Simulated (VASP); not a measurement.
# Hf (I4/mmm) in VASP: single point with r2SCAN

Aim: the single point of Hf with r2SCAN.

Program: VASP 6.6.1. These are calculated values, not measurements. Logs are shortened: lines on timing, memory, paths and dates and some standing lists are left out, and cuts for length are marked.

### 1 The cell of the first run

The structure is tetragonal, space group I4/mmm (No. 139). Conventional cell: a = 3.089 Å, b = 3.089 Å, c = 4.587 Å, α = 90.00°, β = 90.00°, γ = 90.00°. Hf (site symmetry 4/mmm) has 12 Hf at 3.09 to 3.17 Å within 4.1 Å.

### 2 Single point, r2SCAN

The input, POSCAR:

```
Hf
1.0
    0.0000000000      2.1841872859      2.2933966502
    2.1841872859      0.0000000000      2.2933966502
    2.1841872859      2.1841872859      0.0000000000
Hf
1
Direct
    0.0000000000      0.0000000000      0.0000000000
```

The input, INCAR.step1:

```
  PREC = Accurate
  ENCUT = 520
  ISMEAR = 0
  SIGMA = 0.15
  LREAL = F
  LASPH = T
  NELM = 60
  NBANDS = 11
  GGA = PE
  ALGO = Normal
  EDIFF = 1E-4
  LWAVE = T
  LCHARG = F
```

The input, INCAR.step2:

```
  PREC = Accurate
  ENCUT = 520
  EDIFF = 1E-7
  ISMEAR = 0
  SIGMA = 0.15
  LREAL = F
  LASPH = T
  NELM = 60
  ALGO = Normal
  ISIF = 2
  LWAVE = F
  LCHARG = T
  METAGGA = R2SCAN
  LMIXTAU = T
  LELF = T
  LVHAR = T
  NBANDS = 11
  ISTART = 1
```

The input, KPOINTS:

```
Automatic mesh
0
Gamma
  20 20 20
```

Potentials or basis: VASP PAW PBE potentials, release 64 (Hf_pv).

On the command line:

```sh
> cat potpaw_PBE.64/Hf_pv/POTCAR > POTCAR
> cp INCAR.step1 INCAR
> mpirun -np 1 vasp_std > vasp.out
> cp INCAR.step2 INCAR
> mpirun -np 1 vasp_std > vasp.out
```

OUTCAR:

```text
PREC = Accurate
   ENCUT = 520
   EDIFF = 1E-7
   ISMEAR = 0
   LREAL = F
   LASPH = T
   NELM = 60
   ISIF = 2
   METAGGA = R2SCAN
   ISTART = 1

 ion  position               nearest neighbor table
   1  0.000  0.000  0.000-

  LATTYP: Found a body centered tetragonal cell.
 ALAT       =     3.0889072825
 C/A-ratio  =     1.4849242405

  Lattice vectors:

 A1 = (  -2.1841872859,   0.0000000000,   2.2933966502)
 A2 = (   2.1841872859,   0.0000000000,   2.2933966502)
 A3 = (   0.0000000000,   2.1841872859,  -2.2933966502)

Analysis of symmetry for initial positions (statically):
=====================================================================
 Subroutine PRICEL returns:
 Original cell was already a primitive cell.

 Routine SETGRP: Setting up the symmetry group for a
 body centered tetragonal supercell.

 Subroutine GETGRP returns: Found 16 space group operations
 (whereof 16 operations were pure point group operations)
 out of a pool of 16 trial point group operations.

The static configuration has the point symmetry D_4h.

Analysis of symmetry for dynamics (positions and initial velocities):
=====================================================================
 Subroutine PRICEL returns:
 Original cell was already a primitive cell.

 Routine SETGRP: Setting up the symmetry group for a
 body centered tetragonal supercell.

 Subroutine GETGRP returns: Found 16 space group operations
 (whereof 16 operations were pure point group operations)
 out of a pool of 16 trial point group operations.

The dynamic configuration has the point symmetry D_4h.

 Subroutine INISYM returns: Found 16 space group operations
 (whereof 16 operations are pure point group operations),
 and found     1 'primitive' translations

----------------------------------------------------------------------------------------

                                     Primitive cell

  volume of cell :      21.8821

  direct lattice vectors                    reciprocal lattice vectors
     0.000000000  2.184187286  2.293396650    -0.228918098  0.228918098  0.218017237
     2.184187286  0.000000000  2.293396650     0.228918098 -0.228918098  0.218017237
     2.184187286  2.184187286  0.000000000     0.228918098  0.228918098 -0.218017237

  length of vectors
     3.167071565  3.167071565  3.088907282     0.390305658  0.390305658  0.390305658

[... 81 lines left out ...]
   NSW    =      0    number of steps for IOM
   IBRION =     -1    ionic relax: 0-MD 1-quasi-New 2-CG
   NFREE  =      0    steps in history (QN), initial steepest desc. (CG)
   ISIF   =      2    stress and relaxation
   ISYM   =      2    0-nonsym 1-usesym 2-fastsym
   POTIM  = 0.5000    time-step for ionic-motion
   TEBEG  =    0.0;   TEEND  =   0.0 temperature during run
   PSTRESS=    0.0 pullay stress
   NELECT =      10.0000    total number of electrons
   NUPDOWN=      -1.0000    fix difference up-down
   EMIN   =  10.00;   EMAX   =-10.00  energy-range for DOS
   EFERMI =   0.00;   METHOD = LEGACY
   ISMEAR =     0;   SIGMA  =   0.15  broadening in eV -4-tet -1-fermi 0-gaus
   EFERMI_NEDOS =   21; number of points for ismear=-14 and -15
   IALGO  =     38    algorithm
   IMIX   =      4    mixing-type and parameters
     AMIX     =   0.40;   BMIX     =  1.00
     AMIX_MAG =   1.60;   BMIX_MAG =  1.00
  volume/ion in A,a.u.               =      21.88       147.67
  Fermi-wavevector in a.u.,A,eV,Ry     =   1.260991  2.382927 21.634588  1.590097
  Thomas-Fermi vector in A             =   2.394472
   LORBIT       =      0    0 simple, 1 ext, 2 COOP (PROOUT), +10 PAW based schemes
   METAGGA = R2SCAN    functional components
   LHFCALC =     F    Hartree Fock is set to
   AEXX    =    0.0000 exact exchange contribution
   IVDW    =     0    specifies the selected vdW correction
   LEPSILON=     F    determine dielectric tensor
   LRPA    =     F    only Hartree local field effects (RPA)
 non-spin polarized calculation
 Gauss-broadening in eV      SIGMA  =   0.15
  energy-cutoff  :      520.00
  volume of cell :       21.88
 maximum number of plane-waves:       612
   NGX = 11   NGY = 11   NGZ = 11

 number of electron       9.9999999 magnetization

 Free energy of the ion-electron system (eV)
  ---------------------------------------------------
  ext. energy  EPLUGINS =         0.00000000
  ---------------------------------------------------
  free energy    TOTEN  =       -45.06373646 eV

  energy without entropy =      -45.04773976  energy(sigma->0) =      -45.05573811

 E-fermi :   4.7562     XC(G=0): -12.2836

 val. band max:        4.7544343137   @ k =   0.5000   0.3000   0.1000
 cond. band min:       4.7581223357   @ k =  -0.2500   0.0000   0.2500
 fundamental gap:      0.0036880220
 Fermi energy:         4.7562392363

 k-point     1 :       0.0000    0.0000    0.0000
  band No.  band energies     occupation
      1     -26.2718      2.00000
      2     -26.2710      2.00000
      3     -26.2710      2.00000
      4      -2.8668      2.00000
      5       6.0008      0.00000
      6       6.5897      0.00000
      7       6.5897      0.00000
      8       8.9838      0.00000
      9       9.8650      0.00000
     10      16.7104      0.00000
     11      16.8284      0.00000
[... 309 lines left out ...]
 k-point    24 :      -0.3500    0.0500    0.0000
  band No.  band energies     occupation
      1     -27.0427      2.00000
      2     -26.4149      2.00000
      3     -26.3392      2.00000
      4       0.5696      2.00000
      5       4.6937      1.44426
      6       6.0180      0.00000
      7       6.7836      0.00000
      8      10.2341      0.00000
      9      11.1061      0.00000
     10      15.5908      0.00000
     11      16.8285      0.00000

 [... further k-points ...]

------------------------ aborting loop because EDIFF is reached ----------------------------------------

  FORCE on cell =-STRESS in cart. coord.  units (eV):
  Direction    XX          YY          ZZ          XY          YZ          ZX
  --------------------------------------------------------------------------------------
  -------------------------------------------------------------------------------------
  Total        0.4255600      0.4255600      0.0460512      0.0000000     -0.0000000      0.0000000
  in kB       31.1589241     31.1589241      3.3718054      0.0000000     -0.0000000      0.0000000
  external PRESSURE =      21.8965512 kB  Pullay stress =       0.0000000 kB

 VOLUME and BASIS-vectors are now :
 -----------------------------------------------------------------------------
  energy-cutoff  :      520.00
  volume of cell :       21.88
      direct lattice vectors                 reciprocal lattice vectors
     0.000000000  2.184187286  2.293396650    -0.228918098  0.228918098  0.218017237
     2.184187286  0.000000000  2.293396650     0.228918098 -0.228918098  0.218017237
     2.184187286  2.184187286  0.000000000     0.228918098  0.228918098 -0.218017237

 POSITION                                       TOTAL-FORCE (eV/Angst)
 -----------------------------------------------------------------------------------
      0.00000      0.00000      0.00000         0.000000      0.000000      0.000000
 -----------------------------------------------------------------------------------
    total drift:                               -0.000000     -0.000000     -0.000000

  FREE ENERGIE OF THE ION-ELECTRON SYSTEM (eV)
  ---------------------------------------------------
  free  energy   TOTEN  =       -45.0637364647 eV

  energy  without entropy=      -45.0477397613  energy(sigma->0) =      -45.05573811
```

OUTCAR.step1:

```text
PREC = Accurate
   ENCUT = 520
   ISMEAR = 0
   LREAL = F
   LASPH = T
[... 554 lines left out ...]

 POSITION                                       TOTAL-FORCE (eV/Angst)
 -----------------------------------------------------------------------------------
      0.00000      0.00000      0.00000        -0.000000      0.000000      0.000000
 -----------------------------------------------------------------------------------
    total drift:                                0.000000      0.000000     -0.000000

  FREE ENERGIE OF THE ION-ELECTRON SYSTEM (eV)
  ---------------------------------------------------
  free  energy   TOTEN  =        -9.8503200245 eV

  energy  without entropy=       -9.8332027582  energy(sigma->0) =       -9.84176139
```

Wall time 18 min (1 thread of AMD EPYC 7R13, shared host); peak memory 0.25 GiB.

Results:

```
Free energy            : -45.0637 eV
Pressure               : 2.2 GPa
Band gap on the k mesh : zero (band 5 reaches 6.15 eV, above the bottom of band 6 at 4.12 eV)
```

Caveat: the PAW data sets were made with another functional, which shifts forces and pressure a little; spin-orbit coupling is left out, which moves the levels of the heavy elements.
